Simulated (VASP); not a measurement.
# Ta3H in VASP: a series of runs

Runs on Ta3H. Level: LDA. Tasks: single point.

Program: VASP 6.6.1. These are calculated values, not measurements. Logs are shortened: lines on timing, memory, paths and dates and some standing lists are left out, and cuts for length are marked.

### 1 The cell of the first run

The cell holds a slab with vacuum, 8 atoms: a = 4.600 Å, b = 4.600 Å, c = 22.402 Å, α = 90.00°, β = 90.00°, γ = 120.00°.

### 2 Single point, LDA

INCAR

```
SYSTEM = Ta3H
  PREC = Accurate
  ENCUT = 520
  EDIFF = 1E-6
  ISMEAR = 0
  SIGMA = 0.1
  LREAL = .False.
  LASPH = .True.
  NELM = 100
  ALGO = Normal
  ISIF = 2
  LWAVE = .False.
  LCHARG = .False.
  LDIPOL = .True.
  IDIPOL = 3
  DIPOL = 0.5 0.5 0.323
  GGA = CA
  NBANDS = 44
```

KPOINTS

```
Automatic mesh
0
Gamma
  6 6 1
  0 0 0
```

POSCAR

```
Ta3H
1.0
    4.6002247492      0.0000000000      0.0000000000
   -2.3001123746      3.9839114959      0.0000000000
    0.0000000000      0.0000000000     22.4017722044
Ta H
6 2
Direct
    0.6666666667      0.3333333333      0.1785573018
    0.3333333333      0.6666666667      0.2204743848
    0.0000000000      0.0000000000      0.2623914678
    0.6666666667      0.3333333333      0.3016814391
    0.3333333333      0.6666666667      0.3385386112
    0.0000000000      0.0000000000      0.3750494438
    0.2518155770      0.6666666667      0.4522754768
    0.4148510896      0.6666666667      0.4522754768
```

Potentials or basis: VASP PAW LDA potentials, release 64 (Ta_pv, H).

Command:

```sh
cat potpaw_LDA.64/Ta_pv/POTCAR potpaw_LDA.64/H/POTCAR > POTCAR
mpirun -np 1 vasp_std > vasp.out
```

OUTCAR:

```text
SYSTEM = Ta3H
   PREC = Accurate
   ENCUT = 520
   EDIFF = 1E-6
   ISMEAR = 0
   LREAL = .False.
   LASPH = .True.
   NELM = 100
   ISIF = 2
   GGA = CA

 ion  position               nearest neighbor table
   1  0.667  0.333  0.179-   4 2.76   2 2.82   2 2.82   2 2.82   3 3.25   3 3.25   3 3.25
   2  0.333  0.667  0.220-   5 2.64   1 2.82   3 2.82   1 2.82   3 2.82   3 2.82   1 2.82   4 3.22
                             4 3.22   4 3.22
   3  0.000  0.000  0.262-   6 2.52   4 2.80   4 2.80   4 2.80   2 2.82   2 2.82   2 2.82   5 3.16
                             5 3.16   5 3.16   1 3.25   1 3.25   1 3.25
   4  0.667  0.333  0.302-   1 2.76   5 2.78   5 2.78   5 2.78   3 2.80   3 2.80   3 2.80   6 3.12
                             6 3.12   6 3.12   2 3.22   2 3.22   2 3.22
   5  0.333  0.667  0.339-   2 2.64   6 2.78   6 2.78   6 2.78   4 2.78   4 2.78   4 2.78   3 3.16
                             3 3.16   3 3.16
   6  0.000  0.000  0.375-   3 2.52   5 2.78   5 2.78   5 2.78   4 3.12   4 3.12   4 3.12
   7  0.252  0.667  0.452-   8 0.75
   8  0.415  0.667  0.452-   7 0.75

  LATTYP: Found a hexagonal cell.
 ALAT       =     4.6002247492
 C/A-ratio  =     4.8697125523

  Lattice vectors:

 A1 = (   4.6002247492,   0.0000000000,   0.0000000000)
 A2 = (  -2.3001123746,   3.9839114959,   0.0000000000)
 A3 = (   0.0000000000,   0.0000000000,  22.4017722044)

Analysis of symmetry for initial positions (statically):
=====================================================================
 Subroutine PRICEL returns:
 Original cell was already a primitive cell.

 Routine SETGRP: Setting up the symmetry group for a
 hexagonal supercell.

 Subroutine GETGRP returns: Found  2 space group operations
 (whereof  2 operations were pure point group operations)
 out of a pool of 24 trial point group operations.

The static configuration has the point symmetry C_1h.

Analysis of symmetry for dynamics (positions and initial velocities):
=====================================================================
 Subroutine PRICEL returns:
 Original cell was already a primitive cell.

 Routine SETGRP: Setting up the symmetry group for a
 hexagonal supercell.

 Subroutine GETGRP returns: Found  2 space group operations
 (whereof  2 operations were pure point group operations)
 out of a pool of 24 trial point group operations.

The dynamic configuration has the point symmetry C_1h.

 Subroutine INISYM returns: Found  2 space group operations
 (whereof  2 operations are pure point group operations),
 and found     1 'primitive' translations

----------------------------------------------------------------------------------------

                                     Primitive cell

  volume of cell :     410.5548

  direct lattice vectors                    reciprocal lattice vectors
     4.600224749  0.000000000  0.000000000     0.217380683  0.125504796  0.000000000
    -2.300112375  3.983911496  0.000000000     0.000000000  0.251009592  0.000000000
     0.000000000  0.000000000 22.401772204     0.000000000  0.000000000  0.044639325

  length of vectors
     4.600224749  4.600224749 22.401772204     0.251009592  0.251009592  0.044639325

  position of ions in fractional coordinates (direct lattice)
     0.666666667  0.333333333  0.178557302
     0.333333333  0.666666667  0.220474385
     0.000000000  0.000000000  0.262391468
     0.666666667  0.333333333  0.301681439
     0.333333333  0.666666667  0.338538611
     0.000000000  0.000000000  0.375049444
     0.251815577  0.666666667  0.452275477
     0.414851090  0.666666667  0.452275477

  ion indices of the primitive-cell ions
   primitive index   ion index
                 1           1
                 2           2
                 3           3
                 4           4
                 5           5
                 6           6
                 7           7
                 8           8

----------------------------------------------------------------------------------------

 KPOINTS: Automatic mesh

Automatic generation of k-mesh.
 Grid dimensions read from file:
 generate k-points for:    6    6    1

 Generating k-lattice:

  Cartesian coordinates                     Fractional coordinates (reciprocal lattice)
     0.036230114  0.020917466  0.000000000     0.166666667  0.000000000  0.000000000
     0.000000000  0.041834932  0.000000000     0.000000000  0.166666667  0.000000000
     0.000000000  0.000000000  0.044639325     0.000000000  0.000000000  1.000000000

  Length of vectors
     0.041834932  0.041834932  0.044639325

  Shift w.r.t. Gamma in fractional coordinates (k-lattice)
     0.000000000  0.000000000  0.000000000

 Subroutine IBZKPT returns following result:
 ===========================================

 Found     13 irreducible k-points:

 Following reciprocal coordinates:
            Coordinates               Weight
  0.000000  0.000000  0.000000      1.000000
  0.166667  0.000000  0.000000      4.000000
  0.000000  0.166667  0.000000      2.000000
  0.333333  0.000000  0.000000      4.000000
  0.000000  0.333333  0.000000      2.000000
  0.500000  0.000000  0.000000      2.000000
  0.000000  0.500000  0.000000      1.000000
  0.166667  0.166667  0.000000      4.000000
 -0.333333  0.166667  0.000000      2.000000
  0.333333  0.166667  0.000000      4.000000
 -0.166667  0.500000  0.000000      4.000000
  0.500000  0.333333  0.000000      4.000000
  0.333333  0.333333  0.000000      2.000000
   k-points           NKPTS =     13   k-points in BZ     NKDIM =     13   number of bands    NBANDS=     44
   number of dos      NEDOS =    301   number of ions     NIONS =      8
   total plane-waves  NPLWV = 217728
   dimension x,y,z NGX =    36 NGY =   36 NGZ =  168
   dimension x,y,z NGXF=    72 NGYF=   72 NGZF=  336
   ions per type =               6   2
   NGX,Y,Z   is equivalent  to a cutoff of  13.01, 13.01, 12.47 a.u.
   NGXF,Y,Z  is equivalent  to a cutoff of  26.02, 26.02, 24.93 a.u.
 SYSTEM =  Ta3H
   PREC   = accura    normal or accurate (medium, high low for compatibility)
   ISTART =      0    job   : 0-new  1-cont  2-samecut
   ICHARG =      2    charge: 1-file 2-atom 10-const
   ISPIN  =      1    spin polarized calculation?
   LNONCOLLINEAR =      F non collinear calculations
   LSORBIT =      F    spin-orbit coupling
   LASPH  =      T    aspherical Exc in radial PAW
   ENCUT  =  520.0 eV  38.22 Ry    6.18 a.u.   8.55  8.55 41.65*2*pi/ulx,y,z
   NELM   =    100;   NELMIN=  2; NELMDL= -5     # of ELM steps
   EDIFF  = 0.1E-05   stopping-criterion for ELM
   LREAL  =      F    real-space projection
   EDIFFG = 0.1E-04   stopping-criterion for IOM
   NSW    =      0    number of steps for IOM
   IBRION =     -1    ionic relax: 0-MD 1-quasi-New 2-CG
   NFREE  =      0    steps in history (QN), initial steepest desc. (CG)
   ISIF   =      2    stress and relaxation
   ISYM   =      2    0-nonsym 1-usesym 2-fastsym
   POTIM  = 0.5000    time-step for ionic-motion
   TEBEG  =    0.0;   TEEND  =   0.0 temperature during run
   PSTRESS=    0.0 pullay stress
   NELECT =      68.0000    total number of electrons
   NUPDOWN=      -1.0000    fix difference up-down
   EMIN   =  10.00;   EMAX   =-10.00  energy-range for DOS
   EFERMI =   0.00;   METHOD = LEGACY
   ISMEAR =     0;   SIGMA  =   0.10  broadening in eV -4-tet -1-fermi 0-gaus
   EFERMI_NEDOS =   21; number of points for ismear=-14 and -15
   IALGO  =     38    algorithm
   IMIX   =      4    mixing-type and parameters
     AMIX     =   0.40;   BMIX     =  1.00
     AMIX_MAG =   1.60;   BMIX_MAG =  1.00
  volume/ion in A,a.u.               =      51.32       346.32
  Fermi-wavevector in a.u.,A,eV,Ry     =   0.899057  1.698972 10.997647  0.808304
  Thomas-Fermi vector in A             =   2.021844
   LORBIT       =      0    0 simple, 1 ext, 2 COOP (PROOUT), +10 PAW based schemes
   GGA     = CA    functional components
   LHFCALC =     F    Hartree Fock is set to
   AEXX    =    0.0000 exact exchange contribution
   IVDW    =     0    specifies the selected vdW correction
   LEPSILON=     F    determine dielectric tensor
   LRPA    =     F    only Hartree local field effects (RPA)
 non-spin polarized calculation
 Gauss-broadening in eV      SIGMA  =   0.10
  energy-cutoff  :      520.00
  volume of cell :      410.55
 maximum number of plane-waves:     11105
 NGX is ok and might be reduce to    36
   NGX = 17   NGY = 17   NGZ = 83

 dipolmoment           0.000000      0.000000      0.233387 electrons x Angstroem

 number of electron      68.0000007 magnetization

 dipolmoment           0.000000      0.000000     -0.040573 electrons x Angstroem

 Free energy of the ion-electron system (eV)
  ---------------------------------------------------
  ext. energy  EPLUGINS =         0.00000000
  ---------------------------------------------------
  free energy    TOTEN  =       -76.32875910 eV

  energy without entropy =      -76.30391321  energy(sigma->0) =      -76.31633616

 E-fermi :  -0.9274     XC(G=0):  -4.5310

 val. band max:       -0.9703080260   @ k =  -0.3333   0.1667   0.0000
 cond. band min:      -0.9164160397   @ k =   0.3333   0.3333   0.0000
 fundamental gap:      0.0538919863
 Fermi energy:        -0.9273658922

 k-point     1 :       0.0000    0.0000    0.0000
  band No.  band energies     occupation
      1     -35.3986      2.00000
      2     -35.3152      2.00000
      3     -35.1091      2.00000
      4     -35.1045      2.00000
      5     -34.9728      2.00000
      6     -34.9721      2.00000
[... 36 lines left out ...]
     43       1.5182      0.00000
     44       2.1331      0.00000

 k-point     2 :       0.1667    0.0000    0.0000
  band No.  band energies     occupation
      1     -35.4140      2.00000
      2     -35.3317      2.00000
      3     -35.1823      2.00000
      4     -35.1356      2.00000
      5     -35.0504      2.00000
      6     -35.0224      2.00000
[... 509 lines left out ...]
 k-point    13 :       0.3333    0.3333    0.0000
  band No.  band energies     occupation
      1     -35.4645      2.00000
      2     -35.4320      2.00000
      3     -35.1685      2.00000
      4     -35.1457      2.00000
      5     -35.0674      2.00000
      6     -35.0616      2.00000
[... 36 lines left out ...]
     43       0.9921      0.00000
     44       1.6139      0.00000

------------------------ aborting loop because EDIFF is reached ----------------------------------------

 vacuum level on the upper side and lower side of the slab       (xc-potential included)        -0.202         0.189

  FORCE on cell =-STRESS in cart. coord.  units (eV):
  Direction    XX          YY          ZZ          XY          YZ          ZX
  --------------------------------------------------------------------------------------
  -------------------------------------------------------------------------------------
  Total       -3.1865741     -4.3421691     -3.3724154      0.0000000     -0.1086993      0.0000000
  in kB      -12.4355068    -16.9451809    -13.1607470      0.0000000     -0.4241958      0.0000000
  external PRESSURE =     -14.1804782 kB  Pullay stress =       0.0000000 kB

 VOLUME and BASIS-vectors are now :
 -----------------------------------------------------------------------------
  energy-cutoff  :      520.00
  volume of cell :      410.55
      direct lattice vectors                 reciprocal lattice vectors
     4.600224749  0.000000000  0.000000000     0.217380683  0.125504796  0.000000000
    -2.300112375  3.983911496  0.000000000     0.000000000  0.251009592  0.000000000
     0.000000000  0.000000000 22.401772204     0.000000000  0.000000000  0.044639325

 POSITION                                       TOTAL-FORCE (eV/Angst)
 -----------------------------------------------------------------------------------
      2.30011      1.32797      4.00000         0.000000      0.017479      1.976456
     -0.00000      2.65594      4.93902         0.000000     -0.001960     -0.545684
      0.00000      0.00000      5.87803         0.000000     -0.007005     -1.799372
      2.30011      1.32797      6.75820        -0.000000     -0.011523      0.209715
     -0.00000      2.65594      7.58386        -0.000000      0.049890      0.510173
      0.00000      0.00000      8.40177        -0.000000     -0.027024     -0.186057
     -0.37500      2.65594     10.13177        -1.599120     -0.009929     -0.082616
      0.37500      2.65594     10.13177         1.599120     -0.009929     -0.082616
 -----------------------------------------------------------------------------------
    total drift:                                0.000000      0.000006      0.000676

  FREE ENERGIE OF THE ION-ELECTRON SYSTEM (eV)
  ---------------------------------------------------
  free  energy   TOTEN  =       -76.3287591040 eV

  energy  without entropy=      -76.3039132092  energy(sigma->0) =      -76.31633616

 vacuum level on the upper side and lower side of the slab         2.382         2.784
```

Run time: 9.1 min. Hardware: 1 thread of Intel Xeon Platinum 8259CL at 2.50GHz (Skylake/Cascade Lake), shared host; peak memory 0.47 GiB.

Results:

* Free energy: -76.3288 eV
* Largest force: 1.977 eV/Å
* Band gap on the k mesh: zero (bands 34 and 35 overlap by 0.04 eV)

Forces in eV/Å, atoms in the order of the input:
```
Ta   0.000  0.017  1.976
Ta   0.000 -0.002 -0.546
Ta   0.000 -0.007 -1.799
Ta   0.000 -0.012  0.210
Ta   0.000  0.050  0.510
Ta   0.000 -0.027 -0.186
H   -1.599 -0.010 -0.083
H    1.599 -0.010 -0.083
```

Caveat: spin-orbit coupling is left out, which moves the levels of the heavy elements.

(Continued in part 2 of 2.)

The gap in the log of VASP goes by the Fermi energy; the results here count the filled bands.